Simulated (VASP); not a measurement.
Here is a VASP 6.6.1 calculation.

File POSCAR:

```
Rh
1.0
    4.8426811174      0.0000000000      0.0000000000
    0.0000000000      4.8426811174      0.0000000000
    0.0000000000      0.0000000000      4.8426811174
Rh
8
Direct
    0.5000000000      0.5000000000      0.5000000000
    0.0000000000      0.0000000000      0.0000000000
    0.2500000000      0.0000000000      0.5000000000
    0.5000000000      0.2500000000      0.0000000000
    0.5000000000      0.7500000000      0.0000000000
    0.7500000000      0.0000000000      0.5000000000
    0.0000000000      0.5000000000      0.7500000000
    0.0000000000      0.5000000000      0.2500000000
```

INCAR.step1

```
SYSTEM = Rh
PREC     = Accurate       ! precision mode
ENCUT    = 520            ! plane-wave cutoff, eV
ISMEAR   = 0              ! smearing method
SIGMA    = 0.1            ! smearing width, eV
LREAL    = .FALSE.        ! projectors in reciprocal space
LASPH    = .TRUE.         ! aspherical terms in the spheres
NELM     = 100            ! most SCF steps
NBANDS   = 70             ! bands
GGA      = PE             ! functional
ALGO     = Normal         ! electronic algorithm
EDIFF    = 1E-4           ! SCF threshold, eV
LWAVE    = .TRUE.         ! write WAVECAR
LCHARG   = .FALSE.        ! write CHGCAR
```

INCAR.step2

```
SYSTEM = Rh
PREC     = Accurate       ! precision mode
ENCUT    = 520            ! plane-wave cutoff, eV
EDIFF    = 1E-6           ! SCF threshold, eV
ISMEAR   = 0              ! smearing method
SIGMA    = 0.1            ! smearing width, eV
LREAL    = .FALSE.        ! projectors in reciprocal space
LASPH    = .TRUE.         ! aspherical terms in the spheres
NELM     = 100            ! most SCF steps
ALGO     = Normal         ! electronic algorithm
ISIF     = 2              ! what is computed and relaxed
LWAVE    = .FALSE.        ! write WAVECAR
LCHARG   = .FALSE.        ! write CHGCAR
METAGGA  = R2SCAN         ! meta-GGA
LMIXTAU  = .TRUE.       
NBANDS   = 70             ! bands
ISTART   = 1
```

Contents of KPOINTS:

```
Automatic mesh
0
G
  4 4 4
  0 0 0
```

Potentials or basis: VASP PAW PBE potentials, release 64 (Rh_pv).

Command:

```console
$ cat potpaw_PBE.64/Rh_pv/POTCAR > POTCAR
$ cp INCAR.step1 INCAR
$ mpirun -np 1 vasp_std > vasp.out
$ cp INCAR.step2 INCAR
$ mpirun -np 1 vasp_std > vasp.out
```

Predict the band gap on the k mesh.

zero (band 60 reaches 11.44 eV, above the bottom of band 61 at 11.08 eV).

What does it give for the pressure?

1.0 GPa.

Caveat: the PAW data sets were made with another functional, which shifts forces and pressure a little.
